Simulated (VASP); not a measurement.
# As: single point with r2SCAN

As:

```xyz
2
Lattice="1.8808 1.0859 3.5141 -1.8808 1.0859 3.5141 0.0000 -2.1718 3.5141" Properties=species:S:1:pos:R:3 pbc="T T T"
As    0.0000    0.0000    2.3825
As    0.0000    0.0000    8.1597
```

```json
{
  "Program": "VASP 6.6.1",
  "Task": "single point",
  "Functional": "r2SCAN",
  "Potentials or basis": "VASP PAW PBE potentials, release 64 (As)",
  "Cutoff": "520 eV",
  "k mesh": "12 × 12 × 12",
  "Occupations": "methfessel-paxton, width 0.05 eV",
  "Spin": "no spin polarisation",
  "Dipole correction": "no",
  "Further INCAR settings": "ALGO = Normal; EDIFF = 1e-06; NBANDS = 12"
}
```

```yaml
Pressure: 2.0 GPa
Largest_force: 0.211 eV/Å
Band_gap_on_the_k_mesh: zero (bands 5 and 6 overlap by 0.29 eV)
```

Forces in eV/Å, atoms in the order of the input:
```
As   0.000  0.000  0.211
As   0.000  0.000 -0.211
```

Stress tensor (GPa, compression positive):
```
1.82 0.00 0.00
0.00 1.82 0.00
0.00 0.00 2.39
```

Levels at points of the mesh, in eV from the Fermi level:
```csv
k point,band 2,band 3,band 4,band 5,band 6,band 7,band 8,band 9
"(0.00, 0.00, 0.00)",-6.02,-2.77,-2.37,-2.37,1.59,2.89,2.89,7.21
"(0.50, 0.00, 0.00)",-11.72,-3.24,-3.13,-0.52,-0.27,0.44,1.40,9.47
"(0.50, 0.50, 0.00)",-10.29,-6.30,-4.54,-4.53,1.53,5.61,7.24,7.57
"(0.50, 0.50, 0.50)",-10.47,-2.10,-2.10,-0.57,0.68,0.68,1.90,8.59
```

Wall time 2 min on 1 thread of Intel(R) Xeon(R) 6975P-C (Granite Rapids), on a shared host, peak memory 0.24 GiB.

Caveat: the PAW data sets were made with another functional, which shifts forces and pressure a little.
